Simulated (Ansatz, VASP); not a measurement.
Two plane-wave programs on Ge2Sb2Te

```xyz
5
Lattice="4.0923 0.0000 0.0000 -2.0462 3.5441 0.0000 0.0000 0.0000 9.1909" Properties=species:S:1:pos:R:3 pbc="T T T"
Ge    2.0462    1.1814    7.3486
Ge    0.0000    2.3627    1.8423
Sb    2.0462    1.1814    3.5570
Sb    0.0000    2.3627    5.6339
Te    0.0000    0.0000    0.0000
```

Change from the starting cell: species swapped into the Li2MnN2 type (P-3m1, No. 164).

Alike in both runs: functional PBE; k mesh 6 × 6 × 4; occupations gaussian, width 0.1 eV; no spin polarisation.

Ansatz relaxed the structure, and its values are those at the end. VASP's run is a single point on that final structure, the one shown.

|  | VASP | Ansatz |
| --- | --- | --- |
| version | VASP 6.6.1 | Ansatz 0.2.0 |
| potentials or method | VASP PAW PBE potentials, release 64 (Ge_d, Sb, Te), cutoff 520 eV | scalar-relativistic, plane waves, PAW |
| valence electrons in the cell | 44 | 74 |

|  | VASP | Ansatz | Ansatz less VASP |
| --- | --- | --- | --- |
| gap on the k mesh at the Fermi level (eV) | none | none | - |
| pressure (GPa) | -0.1 | -0.1 | +0.03 |
| rms of the force components (eV/Å) | 0.004 | 0.004 | +0.0002 |

A gap of «none» marks a metal or a gap that the smearing closes. VASP's potentials hold 44 valence electrons a cell and Ansatz's 74, so a difference there can come from the potentials and not from the codes.

Neither program's run includes spin-orbit coupling.
